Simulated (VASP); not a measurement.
# Ag (I4_1/amd) in VASP: further runs, part 2 of 2

VASP 6.6.1. Earlier steps stand in the parts before.

**4. Single point, PBE (13.83 Å³/atom)**

This run uses another cell than the first one, of 13.83 Å³/atom.

INCAR

```
ALGO = Normal
EDIFF = 1E-7
ENCUT = 520
GGA = PE
ISIF = 2
ISMEAR = -1
LASPH = T
LCHARG = T
LELF = T
LREAL = F
LVHAR = T
LWAVE = F
NBANDS = 18
NELM = 100
PREC = Accurate
SIGMA = 0.1
```

KPOINTS

```
k-points
0
Gamma
  15 15 15
```

POSCAR

```
Ag
1.0
   -2.3551260909      2.3551260909      1.2465227290
    2.3551260909     -2.3551260909      1.2465227290
    2.3551260909      2.3551260909     -1.2465227290
Ag
2
Direct
   -0.3750000000     -0.1250000000     -0.2500000000
    0.3750000000      0.1250000000      0.2500000000
```

Potentials or basis: VASP PAW PBE potentials, release 64 (Ag).

Launch:

```sh
> cat potpaw_PBE.64/Ag/POTCAR > POTCAR
> mpirun -np 1 vasp_std > vasp.out
```

OUTCAR:

```text
EDIFF = 1E-7
   ENCUT = 520
   GGA = PE
   ISIF = 2
   ISMEAR = -1
   LASPH = T
   LREAL = F
   NELM = 100
   PREC = Accurate

 ion  position               nearest neighbor table
   1  0.625  0.875  0.750-   2 2.44   2 2.44   2 2.44   2 2.44   2 3.01   2 3.01   2 3.01   2 3.01

   2  0.375  0.125  0.250-   1 2.44   1 2.44   1 2.44   1 2.44   1 3.01   1 3.01   1 3.01   1 3.01

  LATTYP: Found a body centered tetragonal cell.
 ALAT       =     4.7102521818
 C/A-ratio  =     0.5292806758

  Lattice vectors:

 A1 = (  -2.3551260909,   2.3551260909,   1.2465227290)
 A2 = (   2.3551260909,  -2.3551260909,   1.2465227290)
 A3 = (   2.3551260909,   2.3551260909,  -1.2465227290)

Analysis of symmetry for initial positions (statically):
=====================================================================
 Subroutine PRICEL returns:
 Original cell was already a primitive cell.

 Routine SETGRP: Setting up the symmetry group for a
 body centered tetragonal supercell.

 Subroutine GETGRP returns: Found 16 space group operations
 (whereof  4 operations were pure point group operations)
 out of a pool of 16 trial point group operations.

The static configuration has the point symmetry C_2h.
 The point group associated with its full space group is D_4h.

Analysis of symmetry for dynamics (positions and initial velocities):
=====================================================================
 Subroutine PRICEL returns:
 Original cell was already a primitive cell.

 Routine SETGRP: Setting up the symmetry group for a
 body centered tetragonal supercell.

 Subroutine GETGRP returns: Found 16 space group operations
 (whereof  4 operations were pure point group operations)
 out of a pool of 16 trial point group operations.

The dynamic configuration has the point symmetry C_2h.
 The point group associated with its full space group is D_4h.
[... 112 lines left out ...]
   EMIN   =  10.00;   EMAX   =-10.00  energy-range for DOS
   EFERMI =   0.00;   METHOD = LEGACY
   ISMEAR =    -1;   SIGMA  =   0.10  broadening in eV -4-tet -1-fermi 0-gaus
   EFERMI_NEDOS =   21; number of points for ismear=-14 and -15
   IALGO  =     38    algorithm
   IMIX   =      4    mixing-type and parameters
     AMIX     =   0.40;   BMIX     =  1.00
     AMIX_MAG =   1.60;   BMIX_MAG =  1.00
  volume/ion in A,a.u.               =      13.83        93.32
  Fermi-wavevector in a.u.,A,eV,Ry     =   1.516886  2.866499 31.306223  2.300943
  Thomas-Fermi vector in A             =   2.626215
   LORBIT       =      0    0 simple, 1 ext, 2 COOP (PROOUT), +10 PAW based schemes
   GGA     = PE    functional components
   LHFCALC =     F    Hartree Fock is set to
   AEXX    =    0.0000 exact exchange contribution
   IVDW    =     0    specifies the selected vdW correction
   LEPSILON=     F    determine dielectric tensor
   LRPA    =     F    only Hartree local field effects (RPA)
 non-spin polarized calculation
  energy-cutoff  :      520.00
  volume of cell :       27.66
 maximum number of plane-waves:       760
   NGX = 13   NGY = 13   NGZ = 13

 number of electron      21.9999996 magnetization

 Free energy of the ion-electron system (eV)
  ---------------------------------------------------
  ext. energy  EPLUGINS =         0.00000000
  ---------------------------------------------------
  free energy    TOTEN  =        -3.17805219 eV

  energy without entropy =       -3.16356304  energy(sigma->0) =       -3.17080761

 E-fermi :  11.8067     XC(G=0): -13.4420

 val. band max:       11.7867370973   @ k =  -0.3333   0.4000   0.2000
 cond. band min:      11.8423477036   @ k =  -0.3333  -0.4667   0.3333
 fundamental gap:      0.0556106063
 Fermi energy:        11.8067128989

 k-point     1 :       0.0000    0.0000    0.0000
  band No.  band energies     occupation
      1       2.3707      2.00000
      2       3.3568      2.00000
      3       3.9128      2.00000
      4       4.4516      2.00000
      5       4.7356      2.00000
      6       7.6746      2.00000
[... 481 lines left out ...]
      5       5.6099      2.00000
      6       6.3691      2.00000
[... 10 lines left out ...]
     17      26.7069      0.00000
     18      27.1317      0.00000

 [... further k-points ...]

------------------------ aborting loop because EDIFF is reached ----------------------------------------

  FORCE on cell =-STRESS in cart. coord.  units (eV):
  Direction    XX          YY          ZZ          XY          YZ          ZX
  --------------------------------------------------------------------------------------
  -------------------------------------------------------------------------------------
  Total       12.2571835     12.2571835     12.2667576      0.0000000      0.0000000      0.0000000
  in kB      710.0889399    710.0889399    710.6435948      0.0000000      0.0000000      0.0000000
  external PRESSURE =     710.2738249 kB  Pullay stress =       0.0000000 kB

 VOLUME and BASIS-vectors are now :
 -----------------------------------------------------------------------------
  energy-cutoff  :      520.00
  volume of cell :       27.66
      direct lattice vectors                 reciprocal lattice vectors
    -2.355126091  2.355126091  1.246522729     0.000000000  0.212302858  0.401115831
     2.355126091 -2.355126091  1.246522729     0.212302858  0.000000000  0.401115831
     2.355126091  2.355126091 -1.246522729     0.212302858  0.212302858  0.000000000

 POSITION                                       TOTAL-FORCE (eV/Angst)
 -----------------------------------------------------------------------------------
      2.35513      1.17756      0.93489        -0.000000      0.000000      0.000000
      0.00000      1.17756      0.31163         0.000000     -0.000000     -0.000000
 -----------------------------------------------------------------------------------
    total drift:                                0.000000      0.000000     -0.000000

  FREE ENERGIE OF THE ION-ELECTRON SYSTEM (eV)
  ---------------------------------------------------
  free  energy   TOTEN  =        -3.1780521894 eV

  energy  without entropy=       -3.1635630364  energy(sigma->0) =       -3.17080761
```

OSZICAR:

```text
N       E                     dE             d eps       ncg     rms          rms(c)
DAV:   1     0.131574352820E+03    0.13157E+03   -0.12067E+04 10384   0.126E+03
DAV:   2    -0.149335945095E+01   -0.13307E+03   -0.12754E+03 10720   0.285E+02
DAV:   3    -0.371673348810E+01   -0.22234E+01   -0.22171E+01 12078   0.412E+01
DAV:   4    -0.372358525256E+01   -0.68518E-02   -0.68512E-02 11770   0.221E+00
DAV:   5    -0.372363763137E+01   -0.52379E-04   -0.52378E-04 11540   0.201E-01    0.157E+01
DAV:   6    -0.324461025671E+01    0.47903E+00   -0.84874E-01 10898   0.102E+01    0.942E+00
DAV:   7    -0.318639720662E+01    0.58213E-01   -0.57136E-02 12102   0.262E+00    0.343E+00
DAV:   8    -0.317801513986E+01    0.83821E-02   -0.69428E-03 10846   0.798E-01    0.182E-01
DAV:   9    -0.317803888117E+01   -0.23741E-04   -0.22525E-05 12288   0.418E-02    0.236E-02
DAV:  10    -0.317805219201E+01   -0.13311E-04   -0.59490E-06 11430   0.200E-02    0.980E-04
DAV:  11    -0.317805218943E+01    0.25871E-08   -0.10881E-07  9782   0.285E-03
   1 F= -.31780522E+01 E0= -.31708076E+01  d E =-.144892E-01
```

It took 3.4 min on 1 thread of Intel Xeon 8259CL, shared host; peak memory 0.25 GiB.

What came out:

* Free energy: -3.1781 eV
* Pressure: 71.0 GPa
* Band gap on the k mesh: zero (bands 11 and 12 overlap by 6.50 eV)

Levels at points of the mesh, in eV from the Fermi level:
```
           k point  band 8  band 9  band 10  band 11  band 12  band 13  band 14  band 15
(0.00, 0.00, 0.00)   -4.09   -4.09    -2.94    -1.97     4.67     4.67    12.49    12.83
```

Caveat: the cell stands under pressure.

**5. Single point, PBE**

This run uses another cell than the first one, of 15.80 Å³/atom.

INCAR

```
SYSTEM = Ag
PREC = Accurate
ENCUT = 520
EDIFF = 1E-6
ISMEAR = -1
SIGMA = 0.1
LREAL = .False.
LASPH = .True.
NELM = 60
ALGO = Normal
ISIF = 2
LWAVE = .False.
LCHARG = .False.
GGA = PE
NBANDS = 18
```

KPOINTS

```
Automatic mesh
0
Gamma
  15 15 15
  0 0 0
```

POSCAR

```
Ag
1.0
   -2.4641472731      2.4641472731      1.3013291415
    2.4641472731     -2.4641472731      1.3013291415
    2.4641472731      2.4641472731     -1.3013291415
Ag
2
Direct
   -0.3750000000     -0.1250000000     -0.2500000000
    0.3750000000      0.1250000000      0.2500000000
```

Potentials or basis: VASP PAW PBE potentials, release 64 (Ag).

Launch:

```sh
> cat potpaw_PBE.64/Ag/POTCAR > POTCAR
> mpirun -np 1 vasp_std > vasp.out
```

OUTCAR:

```text
SYSTEM = Ag
   PREC = Accurate
   ENCUT = 520
   EDIFF = 1E-6
   ISMEAR = -1
   LREAL = .False.
   LASPH = .True.
   NELM = 60
   ISIF = 2
   GGA = PE

 ion  position               nearest neighbor table
   1  0.625  0.875  0.750-   2 2.55   2 2.55   2 2.55   2 2.55   2 3.14   2 3.14   2 3.14   2 3.14

   2  0.375  0.125  0.250-   1 2.55   1 2.55   1 2.55   1 2.55   1 3.14   1 3.14   1 3.14   1 3.14

  LATTYP: Found a body centered tetragonal cell.
 ALAT       =     4.9282945462
 C/A-ratio  =     0.5281052621

[... 193 lines left out ...]
      4       3.1217      2.00000
      5       3.3596      2.00000
      6       5.7550      2.00000
[... 481 lines left out ...]
      5       4.1343      2.00000
      6       4.7026      2.00000
[... 10 lines left out ...]
     17      23.3999      0.00000
     18      23.7376      0.00000

 [... further k-points ...]
[... 5 lines left out ...]
  --------------------------------------------------------------------------------------
  -------------------------------------------------------------------------------------
  Total        6.0253191      6.0253191      6.0289806      0.0000000      0.0000000      0.0000000
  in kB      305.4289258    305.4289258    305.6145305      0.0000000      0.0000000      0.0000000
  external PRESSURE =     305.4907940 kB  Pullay stress =       0.0000000 kB

 VOLUME and BASIS-vectors are now :
 -----------------------------------------------------------------------------
  energy-cutoff  :      520.00
  volume of cell :       31.61
      direct lattice vectors                 reciprocal lattice vectors
    -2.464147273  2.464147273  1.301329141     0.000000000  0.202909950  0.384222549
     2.464147273 -2.464147273  1.301329141     0.202909950  0.000000000  0.384222549
     2.464147273  2.464147273 -1.301329141     0.202909950  0.202909950  0.000000000

 POSITION                                       TOTAL-FORCE (eV/Angst)
 -----------------------------------------------------------------------------------
      2.46415      1.23207      0.97600        -0.000000      0.000000     -0.000000
      0.00000      1.23207      0.32533         0.000000     -0.000000      0.000000
 -----------------------------------------------------------------------------------
    total drift:                                0.000000      0.000000     -0.000000

  FREE ENERGIE OF THE ION-ELECTRON SYSTEM (eV)
  ---------------------------------------------------
  free  energy   TOTEN  =        -4.3745583387 eV

  energy  without entropy=       -4.3587792917  energy(sigma->0) =       -4.36666882
```

OSZICAR:

```text
N       E                     dE             d eps       ncg     rms          rms(c)
DAV:   1     0.127486358479E+03    0.12749E+03   -0.11869E+04 10368   0.123E+03
DAV:   2    -0.273832961950E+01   -0.13022E+03   -0.12410E+03 10766   0.275E+02
DAV:   3    -0.488224812379E+01   -0.21439E+01   -0.21374E+01 12100   0.396E+01
DAV:   4    -0.488901172767E+01   -0.67636E-02   -0.67631E-02 11784   0.216E+00
DAV:   5    -0.488906710510E+01   -0.55377E-04   -0.55379E-04 11548   0.205E-01    0.105E+01
DAV:   6    -0.441442065472E+01    0.47465E+00   -0.10416E+00 10806   0.109E+01    0.656E+00
DAV:   7    -0.438216934554E+01    0.32251E-01   -0.30889E-02 11902   0.179E+00    0.315E+00
DAV:   8    -0.437452759173E+01    0.76418E-02   -0.27606E-03 10850   0.428E-01    0.154E-01
DAV:   9    -0.437454685281E+01   -0.19261E-04   -0.18889E-05 12342   0.362E-02    0.355E-02
DAV:  10    -0.437455929527E+01   -0.12442E-04   -0.82904E-06 11318   0.245E-02    0.792E-03
DAV:  11    -0.437455833870E+01    0.95658E-06   -0.12141E-07  6260   0.320E-03
   1 F= -.43745583E+01 E0= -.43666688E+01  d E =-.157790E-01
```

stdout:

```text
POSCAR found type information on POSCAR Ag
 POSCAR found :  1 types and       2 ions
 scaLAPACK will be used
 LDA part: xc-table for (Slater+PW92), standard interpolation
 POSCAR, INCAR and KPOINTS ok, starting setup
 FFT: planning ... GRIDC
 FFT: planning ... GRID_SOFT
 FFT: planning ... GRID
 WAVECAR not read
 entering main loop
```

It took 2.6 min on 1 thread of Intel Xeon 8259CL, shared host; peak memory 0.26 GiB.

What came out:

| Property | Result |
| --- | --- |
| Free energy | -4.3746 eV |
| Pressure | 30.5 GPa |
| Band gap on the k mesh | zero (bands 11 and 12 overlap by 6.09 eV) |

Levels at points of the mesh, in eV from the Fermi level:
```csv
k point,band 7,band 8,band 9,band 10,band 11,band 12,band 13,band 14,band 15,band 16
"(0.00, 0.00, 0.00)",-3.82,-3.78,-3.78,-2.90,-2.11,4.49,4.49,10.91,11.48,16.28
```

Caveat: the cell stands under pressure.

**6. The runs side by side**

```csv
cell,gap on the mesh (eV),pressure (GPa)
"a = 3.377 Å, angles 97.1, 97.1, 138.9°, 2 atoms",none,155.2
"a = 3.556 Å, angles 97.1, 97.1, 139.0°, 2 atoms",none,71.0
"a = 3.720 Å, angles 97.0, 97.0, 139.0°, 2 atoms",none,30.5
```

Alike in all rows: task single point; level PBE; potentials or basis VASP PAW PBE potentials, release 64 (Ag); no spin polarisation; k mesh 15 × 15 × 15; cutoff (eV) 520; smearing fermi-dirac 0.1 eV.

Caveats: the cell stands under pressure.

Absolute energies hang on the potentials; compare differences alone.

The gap in the log of VASP goes by the Fermi energy; the results here count the filled bands.